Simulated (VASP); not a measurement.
Wanted: the native input for a VASP 6.6.1 run.

| Item | Value |
| --- | --- |
| Task | single point |
| Functional | PBEsol |
| Dispersion | D3(BJ) |
| Potentials or basis | VASP PAW PBE potentials, release 64 (As) |
| Cutoff | 500 eV |
| k mesh | 8 × 8 × 8 |
| Occupations | fermi-dirac, width 0.1 eV |
| Spin | no spin polarisation |
| Dipole correction | no |
| Further INCAR settings | ALGO = Normal; EDIFF = 1e-06; NBANDS = 12 |

The structure of As lies in POSCAR:

```
As
1.0
    1.8807970000      1.0858790000      3.5140620000
   -1.8807970000      1.0858790000      3.5140620000
    0.0000000000     -2.1717570000      3.5140620000
As
2
Direct
    0.7740000000      0.7740000000      0.7740000000
    0.2260000000      0.2260000000      0.2260000000
```

The input as run:

INCAR

```
SYSTEM = As
ALGO = Normal
EDIFF = 1E-6
ENCUT = 500
GGA = PS
GGA_COMPAT = .FALSE.
ISIF = 2
ISMEAR = -1
IVDW = 12
LASPH = .TRUE.
LCHARG = .FALSE.
LREAL = .FALSE.
LWAVE = .FALSE.
NBANDS = 12
NELM = 120
PREC = Accurate
SIGMA = 0.1
```

KPOINTS

```
k-points
0
G
  8 8 8
  0 0 0
```

Potentials or basis: VASP PAW PBE potentials, release 64 (As).

The run is started by

```bash
$ cat potpaw_PBE.64/As/POTCAR > POTCAR
$ mpirun -np 1 vasp_std > vasp.out
```

Results of the run:

```json
{
 "Pressure": "-2.1 GPa",
 "Largest force": "0.424 eV/Å",
 "Band gap on the k mesh": "zero (band 5 reaches 5.50 eV, above the bottom of band 6 at 4.97 eV)",
 "Dispersion energy per atom": "-0.367 eV"
}
```

Caveat: three body term missing; the PAW data sets were made with another functional, which shifts forces and pressure a little; pairwise dispersion overbinds metals, which lowers pressure and volume.

Run time: 21 s on 1 thread of Intel Xeon 6975P-C, on a shared host, peak memory 0.19 GiB.
